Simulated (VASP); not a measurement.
# Be in VASP: relaxation of the atoms with PBE

Aim: the relaxation of the atoms of Be with PBE.

All numbers are computed with VASP 6.6.1; they aren't measurements. Logs are shortened: lines on timing, memory, paths and dates and some standing lists are left out, and cuts for length are marked.

### 1 The cell of the first run

The cell holds a slab with vacuum, 6 atoms: a = 2.263 Å, b = 3.567 Å, c = 18.572 Å, α = 90.00°, β = 90.00°, γ = 90.00°.

### 2 Relaxation of the atoms, PBE

Contents of INCAR:

```
PREC = Accurate
ENCUT = 520
EDIFF = 1E-7
ISMEAR = 0
SIGMA = 0.1
LREAL = False
LASPH = True
NELM = 60
ALGO = Normal
ISIF = 2
LWAVE = False
LCHARG = False
LDIPOL = True
IDIPOL = 3
DIPOL = 0.5 0.5 0.500
GGA = PE
IBRION = 2
NSW = 70
EDIFFG = -0.03
```

Contents of KPOINTS:

```
Automatic mesh
0
Gamma
  13 8 1
```

Contents of POSCAR:

```
Be
1.0
    2.2627190707      0.0000000000      0.0000000000
    0.0000000000      3.5668095409      0.0000000000
    0.0000000000      0.0000000000     18.5723351260
Be
6
Selective dynamics
Direct
    0.0000000000      0.7500000000      0.3769046785  F F F
    0.5000000000      0.2500000000      0.4120747704  F F F
    0.5000000000      0.7500000000      0.4824149541  F F F
    0.0000000000      0.2500000000      0.5175850459  T T T
    0.0000000000      0.7500000000      0.5879252296  T T T
    0.5000000000      0.2500000000      0.6230953215  T T T
```

Potentials or basis: VASP PAW PBE potentials, release 64 (Be).

Command:

```
$ cat potpaw_PBE.64/Be/POTCAR > POTCAR
$ mpirun -np 1 vasp_std > vasp.out
```

OUTCAR:

```text
PREC = Accurate
   ENCUT = 520
   EDIFF = 1E-7
   ISMEAR = 0
   LREAL = False
   LASPH = True
   NELM = 60
   ISIF = 2
   GGA = PE
   IBRION = 2
   NSW = 70
   EDIFFG = -0.03

 ion  position               nearest neighbor table
   1  0.000  0.750  0.377-   2 2.21   2 2.21   2 2.21   2 2.21   3 2.26   3 2.26
   2  0.500  0.250  0.412-   3 2.21   3 2.21   1 2.21   1 2.21   1 2.21   1 2.21   4 2.26   4 2.26

   3  0.500  0.750  0.482-   4 2.21   4 2.21   4 2.21   4 2.21   2 2.21   2 2.21   5 2.26   5 2.26
                             1 2.26   1 2.26
   4  0.000  0.250  0.518-   3 2.21   3 2.21   3 2.21   3 2.21   5 2.21   5 2.21   2 2.26   2 2.26
                             6 2.26   6 2.26
   5  0.000  0.750  0.588-   4 2.21   4 2.21   6 2.21   6 2.21   6 2.21   6 2.21   3 2.26   3 2.26

   6  0.500  0.250  0.623-   5 2.21   5 2.21   5 2.21   5 2.21   4 2.26   4 2.26

  LATTYP: Found a simple orthorhombic cell.
 ALAT       =     2.2627190707
 B/A-ratio  =     1.5763377730
 C/A-ratio  =     8.2079721546

  Lattice vectors:

 A1 = (   2.2627190707,   0.0000000000,   0.0000000000)
 A2 = (   0.0000000000,   3.5668095409,   0.0000000000)
 A3 = (   0.0000000000,   0.0000000000,  18.5723351260)

Analysis of symmetry for initial positions (statically):
=====================================================================
 Subroutine PRICEL returns:
 Original cell was already a primitive cell.

 Routine SETGRP: Setting up the symmetry group for a
 simple orthorhombic supercell.

 Subroutine GETGRP returns: Found  8 space group operations
 (whereof  2 operations were pure point group operations)
 out of a pool of  8 trial point group operations.

The static configuration has the point symmetry C_1h.
 The point group associated with its full space group is D_2h.

Analysis of symmetry for dynamics (positions and initial velocities):
=====================================================================
 Subroutine PRICEL returns:
 Original cell was already a primitive cell.

 Routine SETGRP: Setting up the symmetry group for a
 simple orthorhombic supercell.

 Subroutine GETGRP returns: Found  8 space group operations
 (whereof  2 operations were pure point group operations)
 out of a pool of  8 trial point group operations.

The dynamic configuration has the point symmetry C_1h.
 The point group associated with its full space group is D_2h.

Analysis of constrained symmetry for selective dynamics:
=====================================================================
 Subroutine PRICEL returns:
 Original cell was already a primitive cell.

 Routine SETGRP: Setting up the symmetry group for a
 simple orthorhombic supercell.

 Subroutine GETGRP returns: Found  4 space group operations
 (whereof  2 operations were pure point group operations)
 out of a pool of  8 trial point group operations.

The constrained configuration has the point symmetry C_1h.
 The point group associated with its full space group is C_2v.

 Subroutine INISYM returns: Found  4 space group operations
 (whereof  2 operations are pure point group operations),
 and found     1 'primitive' translations

----------------------------------------------------------------------------------------

                                     Primitive cell

  volume of cell :     149.8915

  direct lattice vectors                    reciprocal lattice vectors
     2.262719071  0.000000000  0.000000000     0.441946158  0.000000000  0.000000000
     0.000000000  3.566809541  0.000000000     0.000000000  0.280362601  0.000000000
     0.000000000  0.000000000 18.572335126     0.000000000  0.000000000  0.053843526

  length of vectors
     2.262719071  3.566809541 18.572335126     0.441946158  0.280362601  0.053843526

  position of ions in fractional coordinates (direct lattice)
     0.000000000  0.750000000  0.376904678
     0.500000000  0.250000000  0.412074770
     0.500000000  0.750000000  0.482414954
     0.000000000  0.250000000  0.517585046
     0.000000000  0.750000000  0.587925230
     0.500000000  0.250000000  0.623095322

  ion indices of the primitive-cell ions
   primitive index   ion index
                 1           1
                 2           2
                 3           3
                 4           4
                 5           5
                 6           6

----------------------------------------------------------------------------------------

 KPOINTS: Automatic mesh

Automatic generation of k-mesh.
 Grid dimensions read from file:
 generate k-points for:   13    8    1

 Generating k-lattice:
[... 47 lines left out ...]
   dimension x,y,z NGX =    18 NGY =   28 NGZ =  140
   dimension x,y,z NGXF=    36 NGYF=   56 NGZF=  280
   ions per type =               6
   NGX,Y,Z   is equivalent  to a cutoff of  13.22, 13.05, 12.53 a.u.
   NGXF,Y,Z  is equivalent  to a cutoff of  26.45, 26.10, 25.06 a.u.
 SYSTEM =  unknown system
   PREC   = accura    normal or accurate (medium, high low for compatibility)
   ISTART =      0    job   : 0-new  1-cont  2-samecut
   ICHARG =      2    charge: 1-file 2-atom 10-const
   ISPIN  =      1    spin polarized calculation?
   LNONCOLLINEAR =      F non collinear calculations
   LSORBIT =      F    spin-orbit coupling
   LASPH  =      T    aspherical Exc in radial PAW
   ENCUT  =  520.0 eV  38.22 Ry    6.18 a.u.   4.21  6.63 34.53*2*pi/ulx,y,z
   NELM   =     60;   NELMIN=  2; NELMDL= -5     # of ELM steps
   EDIFF  = 0.1E-06   stopping-criterion for ELM
   LREAL  =      F    real-space projection
   EDIFFG = -.3E-01   stopping-criterion for IOM
   NSW    =     70    number of steps for IOM
   IBRION =      2    ionic relax: 0-MD 1-quasi-New 2-CG
   NFREE  =      1    steps in history (QN), initial steepest desc. (CG)
   ISIF   =      2    stress and relaxation
   ISYM   =      2    0-nonsym 1-usesym 2-fastsym
   POTIM  = 0.5000    time-step for ionic-motion
   TEBEG  =    0.0;   TEEND  =   0.0 temperature during run
   PSTRESS=    0.0 pullay stress
   NELECT =      12.0000    total number of electrons
   NUPDOWN=      -1.0000    fix difference up-down
   EMIN   =  10.00;   EMAX   =-10.00  energy-range for DOS
   EFERMI =   0.00;   METHOD = LEGACY
   ISMEAR =     0;   SIGMA  =   0.10  broadening in eV -4-tet -1-fermi 0-gaus
   EFERMI_NEDOS =   21; number of points for ismear=-14 and -15
   IALGO  =     38    algorithm
   IMIX   =      4    mixing-type and parameters
     AMIX     =   0.40;   BMIX     =  1.00
     AMIX_MAG =   1.60;   BMIX_MAG =  1.00
  volume/ion in A,a.u.               =      24.98       168.59
  Fermi-wavevector in a.u.,A,eV,Ry     =   0.705575  1.333343  6.773462  0.497835
  Thomas-Fermi vector in A             =   1.791123
   LORBIT       =      0    0 simple, 1 ext, 2 COOP (PROOUT), +10 PAW based schemes
   GGA     = PE    functional components
   LHFCALC =     F    Hartree Fock is set to
   AEXX    =    0.0000 exact exchange contribution
   IVDW    =     0    specifies the selected vdW correction
   LEPSILON=     F    determine dielectric tensor
   LRPA    =     F    only Hartree local field effects (RPA)
 conjugate gradient relaxation of ions
 non-spin polarized calculation
 Gauss-broadening in eV      SIGMA  =   0.10
  energy-cutoff  :      520.00
  volume of cell :      149.89
 maximum number of plane-waves:      4072
 NGX is ok and might be reduce to    18
   NGX =  9   NGY = 13   NGZ = 69

--------------------------------------- Ionic step        1  -------------------------------------------

 number of electron      12.0000000 magnetization

 Free energy of the ion-electron system (eV)
  ---------------------------------------------------
  ext. energy  EPLUGINS =         0.00000000
  ---------------------------------------------------
  free energy    TOTEN  =       -20.66779482 eV

  energy without entropy =      -20.66044496  energy(sigma->0) =      -20.66411989

------------------------ aborting loop because EDIFF is reached ----------------------------------------

  FORCE on cell =-STRESS in cart. coord.  units (eV):
  Direction    XX          YY          ZZ          XY          YZ          ZX
  --------------------------------------------------------------------------------------
  -------------------------------------------------------------------------------------
  Total       -1.3365637     -1.5734732     -1.1472429      0.0000000      0.0000000      0.0000000
  in kB      -14.2864123    -16.8187166    -12.2627792      0.0000000      0.0000000      0.0000000
  external PRESSURE =     -14.4559694 kB  Pullay stress =       0.0000000 kB
[... 21 lines left out ...]
  FREE ENERGIE OF THE ION-ELECTRON SYSTEM (eV)
  ---------------------------------------------------
  free  energy   TOTEN  =       -20.6677948226 eV

  energy  without entropy=      -20.6604449602  energy(sigma->0) =      -20.66411989

 dipolmoment           0.000000      0.000000     -0.000029 electrons x Angstroem

--------------------------------------- Ionic step        2  -------------------------------------------

 number of electron      12.0000000 magnetization

------------------------ aborting loop because EDIFF is reached ----------------------------------------
[... 69 lines left out ...]
  FREE ENERGIE OF THE ION-ELECTRON SYSTEM (eV)
  ---------------------------------------------------
  free  energy   TOTEN  =       -20.7253730596 eV

  energy  without entropy=      -20.7179790333  energy(sigma->0) =      -20.72167605

[... ionic steps 4 to 7 ...]

--------------------------------------- Ionic step        8  -------------------------------------------

 number of electron      12.0000000 magnetization

------------------------ aborting loop because EDIFF is reached ----------------------------------------
[... 37 lines left out ...]
 number of electron      12.0000000 magnetization

------------------------ aborting loop because EDIFF is reached ----------------------------------------

 vacuum level on the upper side and lower side of the slab       (xc-potential included)         0.096        -0.115

  FORCE on cell =-STRESS in cart. coord.  units (eV):
  Direction    XX          YY          ZZ          XY          YZ          ZX
  --------------------------------------------------------------------------------------
  -------------------------------------------------------------------------------------
  Total       -0.0719981     -1.4528973     -0.0264341      0.0000000      0.0000000      0.0000000
  in kB       -0.7695818    -15.5298923     -0.2825519      0.0000000      0.0000000      0.0000000
  external PRESSURE =      -5.5273420 kB  Pullay stress =       0.0000000 kB
[... 27 lines left out ...]
--------------------------------------- Ionic step       10  -------------------------------------------

 number of electron      12.0000000 magnetization

 dipolmoment           0.000000      0.000000      0.010033 electrons x Angstroem

 Free energy of the ion-electron system (eV)
  ---------------------------------------------------
  ext. energy  EPLUGINS =         0.00000000
  ---------------------------------------------------
  free energy    TOTEN  =       -20.74116213 eV

  energy without entropy =      -20.73476246  energy(sigma->0) =      -20.73796229

 E-fermi :  -0.9852     XC(G=0):  -4.4007

 val. band max:       -1.0554168496   @ k =   0.0000   0.5000   0.0000
 cond. band min:      -0.9653920459   @ k =   0.0769   0.5000   0.0000
 fundamental gap:      0.0900248038
 Fermi energy:        -0.9851547461

 k-point     1 :       0.0000    0.0000    0.0000
  band No.  band energies     occupation
      1     -11.3042      2.00000
      2      -9.2095      2.00000
      3      -5.8003      2.00000
      4      -4.3611      2.00000
      5      -3.7294      2.00000
      6      -1.9766      2.00000
      7      -0.0493      0.00000
      8       0.7296      0.00000
      9       1.1387      0.00000
     10       2.7471      0.00000
[... 287 lines left out ...]
 k-point    24 :       0.1538    0.3750    0.0000
  band No.  band energies     occupation
      1      -9.5844      2.00000
      2      -7.6039      2.00000
      3      -7.3178      2.00000
      4      -5.4328      2.00000
      5      -4.0124      2.00000
      6      -2.4412      2.00000
      7      -1.2098      1.99851
      8       0.4716      0.00000
      9       3.8865      0.00000
     10       4.9649      0.00000

 [... further k-points ...]

------------------------ aborting loop because EDIFF is reached ----------------------------------------

 vacuum level on the upper side and lower side of the slab       (xc-potential included)        -0.055        -0.273

  FORCE on cell =-STRESS in cart. coord.  units (eV):
  Direction    XX          YY          ZZ          XY          YZ          ZX
  --------------------------------------------------------------------------------------
  -------------------------------------------------------------------------------------
  Total       -0.0934065     -1.4401115     -0.0643851      0.0000000      0.0000000      0.0000000
  in kB       -0.9984135    -15.3932252     -0.6882068      0.0000000      0.0000000      0.0000000
  external PRESSURE =      -5.6932818 kB  Pullay stress =       0.0000000 kB
[... 21 lines left out ...]
  FREE ENERGIE OF THE ION-ELECTRON SYSTEM (eV)
  ---------------------------------------------------
  free  energy   TOTEN  =       -20.7411621259 eV

  energy  without entropy=      -20.7347624605  energy(sigma->0) =      -20.73796229

 reached required accuracy - stopping structural energy minimisation

 vacuum level on the upper side and lower side of the slab         3.496         3.307
```

Run time: 6.5 min. Hardware: 1 thread of Intel Xeon Platinum 8259CL at 2.50GHz (Skylake/Cascade Lake), shared host; peak memory 0.26 GiB.

Results:

```yaml
Free_energy: -20.7412 eV
Energy_gained_by_relaxing: 12.2 meV/atom
Ionic_steps: 10
Band_gap_on_the_k_mesh: zero (bands 6 and 7 overlap by 1.44 eV)
```

The path:
| step | energy change (eV) | largest force on free atoms (eV/Å) | pressure (GPa) |
| --- | --- | --- | --- |
| 1 | 0.0000 | 0.5060 | -1.45 |
| 2 | -0.0225 | 0.4277 | -1.38 |
| 3 | -0.0576 | 0.2009 | -1.14 |
| 4 | -0.0595 | 0.1653 | -1.06 |
| 5 | -0.0595 | 0.1763 | -1.05 |
| 6 | -0.0635 | 0.1562 | -0.98 |
| 7 | -0.0706 | 0.1162 | -0.74 |
| 8 | -0.0713 | 0.1565 | -0.63 |
| 9 | -0.0732 | 0.0435 | -0.55 |
| 10 | -0.0734 | 0.0147 | -0.57 |

Final structure:
```
Be
1.0
     2.26272    0.00000    0.00000
     0.00000    3.56681    0.00000
     0.00000    0.00000   18.57234
Be
6
Direct
  0.00000 0.75000 0.37690
  0.50000 0.25000 0.41207
  0.50000 0.75000 0.48241
  0.00000 0.25000 0.51124
  0.00000 0.75000 0.58892
  0.50000 0.25000 0.61172
```

The gap in the log of VASP goes by the Fermi energy; the results here count the filled bands.